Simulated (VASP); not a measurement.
# Cu (Fd-3m) in VASP: notebook

Runs on Cu. Level: PBE. Tasks: single point, relaxation of cell and atoms.

Program: VASP 6.6.1. These are calculated values, not measurements. Logs are shortened: lines on timing, memory, paths and dates and some standing lists are left out, and cuts for length are marked.

### 1 The cell of the first run

Symmetry: Fd-3m, No. 227, cubic system. Conventional cell: a = 5.353 Å, b = 5.353 Å, c = 5.353 Å, α = 90.00°, β = 90.00°, γ = 90.00°. Within 3.1 Å of Cu (site symmetry -43m) lie 4 Cu at 2.32 Å.

### 2 Single point, PBE

Input file INCAR:

```
ALGO = Normal ; EDIFF = 1E-6
ENCUT = 520 ; GGA = PE
ISIF = 2 ; ISMEAR = -1
LASPH = True ; LCHARG = True
LELF = True ; LREAL = False
LVHAR = True ; LWAVE = False
NBANDS = 18 ; NELM = 60
PREC = Accurate ; SIGMA = 0.08
```

Input file KPOINTS:

```
k-points
0
Gamma
  13 13 13
```

Input file POSCAR:

```
Cu
1.0
    0.0000000000      2.6767426824      2.6767426824
    2.6767426824      0.0000000000      2.6767426824
    2.6767426824      2.6767426824      0.0000000000
Cu
2
Direct
   -0.1250000000     -0.1250000000     -0.1250000000
    0.1250000000      0.1250000000      0.1250000000
```

Potentials or basis: VASP PAW PBE potentials, release 64 (Cu).

Launch:

```
cat potpaw_PBE.64/Cu/POTCAR > POTCAR
mpirun -np 1 vasp_std > vasp.out
```

OUTCAR:

```text
EDIFF = 1E-6
   ENCUT = 520
   GGA = PE
   ISIF = 2
   ISMEAR = -1
   LASPH = True
   LREAL = False
   NELM = 60
   PREC = Accurate

 ion  position               nearest neighbor table
   1  0.875  0.875  0.875-   2 2.32   2 2.32   2 2.32   2 2.32
   2  0.125  0.125  0.125-   1 2.32   1 2.32   1 2.32   1 2.32

  LATTYP: Found a face centered cubic cell.
 ALAT       =     5.3534853648

  Lattice vectors:

 A1 = (   0.0000000000,   2.6767426824,   2.6767426824)
 A2 = (   2.6767426824,   0.0000000000,   2.6767426824)
 A3 = (   2.6767426824,   2.6767426824,   0.0000000000)

Analysis of symmetry for initial positions (statically):
=====================================================================
 Subroutine PRICEL returns:
 Original cell was already a primitive cell.

 Routine SETGRP: Setting up the symmetry group for a
 face centered cubic supercell.

 Subroutine GETGRP returns: Found 48 space group operations
 (whereof 12 operations were pure point group operations)
 out of a pool of 48 trial point group operations.

The static configuration has the point symmetry D_3d.
 The point group associated with its full space group is O_h .

Analysis of symmetry for dynamics (positions and initial velocities):
=====================================================================
 Subroutine PRICEL returns:
 Original cell was already a primitive cell.

 Routine SETGRP: Setting up the symmetry group for a
 face centered cubic supercell.

 Subroutine GETGRP returns: Found 48 space group operations
 (whereof 12 operations were pure point group operations)
 out of a pool of 48 trial point group operations.

The dynamic configuration has the point symmetry D_3d.
 The point group associated with its full space group is O_h .

 Subroutine INISYM returns: Found 48 space group operations
 (whereof 12 operations are pure point group operations),
 and found     1 'primitive' translations

----------------------------------------------------------------------------------------

                                     Primitive cell

  volume of cell :      38.3575

  direct lattice vectors                    reciprocal lattice vectors
     0.000000000  2.676742682  2.676742682    -0.186794197  0.186794197  0.186794197
     2.676742682  0.000000000  2.676742682     0.186794197 -0.186794197  0.186794197
     2.676742682  2.676742682  0.000000000     0.186794197  0.186794197 -0.186794197

  length of vectors
     3.785485804  3.785485804  3.785485804     0.323537040  0.323537040  0.323537040

  position of ions in fractional coordinates (direct lattice)
     0.875000000  0.875000000  0.875000000
     0.125000000  0.125000000  0.125000000

  ion indices of the primitive-cell ions
   primitive index   ion index
                 1           1
                 2           2

----------------------------------------------------------------------------------------

 KPOINTS: k-points

Automatic generation of k-mesh.
 Grid dimensions read from file:
 generate k-points for:   13   13   13

 Generating k-lattice:

  Cartesian coordinates                     Fractional coordinates (reciprocal lattice)
    -0.014368784  0.014368784  0.014368784     0.076923077  0.000000000  0.000000000
     0.014368784 -0.014368784  0.014368784     0.000000000  0.076923077  0.000000000
     0.014368784  0.014368784 -0.014368784     0.000000000  0.000000000  0.076923077

  Length of vectors
     0.024887465  0.024887465  0.024887465

  Shift w.r.t. Gamma in fractional coordinates (k-lattice)
     0.000000000  0.000000000  0.000000000

 Subroutine IBZKPT returns following result:
 ===========================================

 Found     84 irreducible k-points:

 Following reciprocal coordinates:
            Coordinates               Weight
  0.000000  0.000000  0.000000      1.000000
  0.076923  0.000000  0.000000      8.000000
  0.153846  0.000000  0.000000      8.000000
  0.230769  0.000000  0.000000      8.000000
  0.307692  0.000000  0.000000      8.000000
  0.384615  0.000000  0.000000      8.000000
[... 16 lines left out ...]
  0.384615  0.153846  0.000000     24.000000
  0.461538  0.153846  0.000000     24.000000
 [... further k-points ...]
   k-points           NKPTS =     84   k-points in BZ     NKDIM =     84   number of bands    NBANDS=     18
   number of dos      NEDOS =    301   number of ions     NIONS =      2
   total plane-waves  NPLWV =  21952
   dimension x,y,z NGX =    28 NGY =   28 NGZ =   28
   dimension x,y,z NGXF=    56 NGYF=   56 NGZF=   56
   ions per type =               2
   NGX,Y,Z   is equivalent  to a cutoff of  12.30, 12.30, 12.30 a.u.
   NGXF,Y,Z  is equivalent  to a cutoff of  24.59, 24.59, 24.59 a.u.
 SYSTEM =  unknown system
   PREC   = accura    normal or accurate (medium, high low for compatibility)
   ISTART =      0    job   : 0-new  1-cont  2-samecut
   ICHARG =      2    charge: 1-file 2-atom 10-const
   ISPIN  =      1    spin polarized calculation?
   LNONCOLLINEAR =      F non collinear calculations
   LSORBIT =      F    spin-orbit coupling
   LASPH  =      T    aspherical Exc in radial PAW
   ENCUT  =  520.0 eV  38.22 Ry    6.18 a.u.   7.04  7.04  7.04*2*pi/ulx,y,z
   NELM   =     60;   NELMIN=  2; NELMDL= -5     # of ELM steps
   EDIFF  = 0.1E-05   stopping-criterion for ELM
   LREAL  =      F    real-space projection
   EDIFFG = 0.1E-04   stopping-criterion for IOM
   NSW    =      0    number of steps for IOM
   IBRION =     -1    ionic relax: 0-MD 1-quasi-New 2-CG
   NFREE  =      0    steps in history (QN), initial steepest desc. (CG)
   ISIF   =      2    stress and relaxation
   ISYM   =      2    0-nonsym 1-usesym 2-fastsym
   POTIM  = 0.5000    time-step for ionic-motion
   TEBEG  =    0.0;   TEEND  =   0.0 temperature during run
   PSTRESS=    0.0 pullay stress
   NELECT =      22.0000    total number of electrons
   NUPDOWN=      -1.0000    fix difference up-down
   EMIN   =  10.00;   EMAX   =-10.00  energy-range for DOS
   EFERMI =   0.00;   METHOD = LEGACY
   ISMEAR =    -1;   SIGMA  =   0.08  broadening in eV -4-tet -1-fermi 0-gaus
   EFERMI_NEDOS =   21; number of points for ismear=-14 and -15
   IALGO  =     38    algorithm
   IMIX   =      4    mixing-type and parameters
     AMIX     =   0.40;   BMIX     =  1.00
     AMIX_MAG =   1.60;   BMIX_MAG =  1.00
  volume/ion in A,a.u.               =      19.18       129.42
  Fermi-wavevector in a.u.,A,eV,Ry     =   1.360189  2.570384 25.172313  1.850113
  Thomas-Fermi vector in A             =   2.486872
   LORBIT       =      0    0 simple, 1 ext, 2 COOP (PROOUT), +10 PAW based schemes
   GGA     = PE    functional components
   LHFCALC =     F    Hartree Fock is set to
   AEXX    =    0.0000 exact exchange contribution
   IVDW    =     0    specifies the selected vdW correction
   LEPSILON=     F    determine dielectric tensor
   LRPA    =     F    only Hartree local field effects (RPA)
 non-spin polarized calculation
  energy-cutoff  :      520.00
  volume of cell :       38.36
 maximum number of plane-waves:      1046
   NGX = 15   NGY = 15   NGZ = 15

 number of electron      22.0000002 magnetization

 Free energy of the ion-electron system (eV)
  ---------------------------------------------------
  ext. energy  EPLUGINS =         0.00000000
  ---------------------------------------------------
  free energy    TOTEN  =        -5.40984981 eV

  energy without entropy =       -5.39337198  energy(sigma->0) =       -5.40161089

 E-fermi :   2.7633     XC(G=0):  -9.8597

 val. band max:        2.7384245366   @ k =  -0.3846   0.3846   0.0769
 cond. band min:       2.8864734546   @ k =  -0.3846   0.3077   0.0769
 fundamental gap:      0.1480489181
 Fermi energy:         2.7632985513

 k-point     1 :       0.0000    0.0000    0.0000
  band No.  band energies     occupation
      1      -3.4792      2.00000
      2      -0.1712      2.00000
      3      -0.1712      2.00000
      4      -0.1712      2.00000
      5      -0.1510      2.00000
      6      -0.1510      2.00000
[... 10 lines left out ...]
     17      13.4048      0.00000
     18      15.5479      0.00000

 k-point     2 :       0.0769    0.0000    0.0000
  band No.  band energies     occupation
      1      -3.3865      2.00000
      2      -0.2309      2.00000
      3      -0.2309      2.00000
      4      -0.1692      2.00000
      5      -0.0761      2.00000
      6      -0.0761      2.00000
[... 10 lines left out ...]
     17      13.9338      0.00000
     18      15.8278      0.00000

 k-point     3 :       0.1538    0.0000    0.0000
  band No.  band energies     occupation
      1      -3.1128      2.00000
      2      -0.2741      2.00000
      3      -0.2741      2.00000
      4      -0.1614      2.00000
      5       0.0045      2.00000
      6       0.0045      2.00000
[... 10 lines left out ...]
     17      14.6266      0.00000
     18      16.1044      0.00000

 k-point     4 :       0.2308    0.0000    0.0000
  band No.  band energies     occupation
      1      -2.6733      2.00000
      2      -0.2872      2.00000
      3      -0.2872      2.00000
      4      -0.1442      2.00000
      5       0.0563      2.00000
      6       0.0563      2.00000
[... 375 lines left out ...]
      4      -0.1429      2.00000
      5       0.0602      2.00000
      6       0.2063      2.00000
[... 10 lines left out ...]
     17      16.5720      0.00000
     18      16.8708      0.00000

 k-point    23 :       0.3846    0.1538    0.0000
  band No.  band energies     occupation
      1      -1.6100      2.00000
      2      -0.4268      2.00000
      3      -0.1492      2.00000
      4      -0.1428      2.00000
      5       0.0734      2.00000
      6       0.1902      2.00000
[... 10 lines left out ...]
     17      16.3015      0.00000
     18      16.4305      0.00000

 k-point    24 :       0.4615    0.1538    0.0000
  band No.  band energies     occupation
      1      -1.0833      2.00000
      2      -0.3988      2.00000
      3      -0.1633      2.00000
      4      -0.1471      2.00000
      5       0.0881      2.00000
      6       0.1368      2.00000
[... 10 lines left out ...]
     17      15.7639      0.00000
     18      16.8708      0.00000

 [... further k-points ...]
[... 5 lines left out ...]
  --------------------------------------------------------------------------------------
  -------------------------------------------------------------------------------------
  Total       -0.0003236     -0.0003236     -0.0003236     -0.0000000     -0.0000000      0.0000000
  in kB       -0.0135182     -0.0135182     -0.0135182     -0.0000000     -0.0000000      0.0000000
  external PRESSURE =      -0.0135182 kB  Pullay stress =       0.0000000 kB

 VOLUME and BASIS-vectors are now :
 -----------------------------------------------------------------------------
  energy-cutoff  :      520.00
  volume of cell :       38.36
      direct lattice vectors                 reciprocal lattice vectors
     0.000000000  2.676742682  2.676742682    -0.186794197  0.186794197  0.186794197
     2.676742682  0.000000000  2.676742682     0.186794197 -0.186794197  0.186794197
     2.676742682  2.676742682  0.000000000     0.186794197  0.186794197 -0.186794197

 POSITION                                       TOTAL-FORCE (eV/Angst)
 -----------------------------------------------------------------------------------
      4.68430      4.68430      4.68430        -0.000000      0.000000      0.000000
      0.66919      0.66919      0.66919         0.000000     -0.000000     -0.000000
 -----------------------------------------------------------------------------------
    total drift:                                0.000000      0.000000     -0.000000

  FREE ENERGIE OF THE ION-ELECTRON SYSTEM (eV)
  ---------------------------------------------------
  free  energy   TOTEN  =        -5.4098498065 eV

  energy  without entropy=       -5.3933719803  energy(sigma->0) =       -5.40161089
```

Run time: 40 s. Hardware: 1 thread of Intel Xeon Platinum 8488C (Sapphire Rapids), shared host; peak memory 0.18 GiB.

What came out:

| Property | Result |
| --- | --- |
| Free energy | -5.4098 eV |
| Pressure | 0.0 GPa |
| Band gap on the k mesh | zero (band 11 reaches 3.16 eV, above the bottom of band 12 at 2.42 eV) |

[end of part 1 of 2]
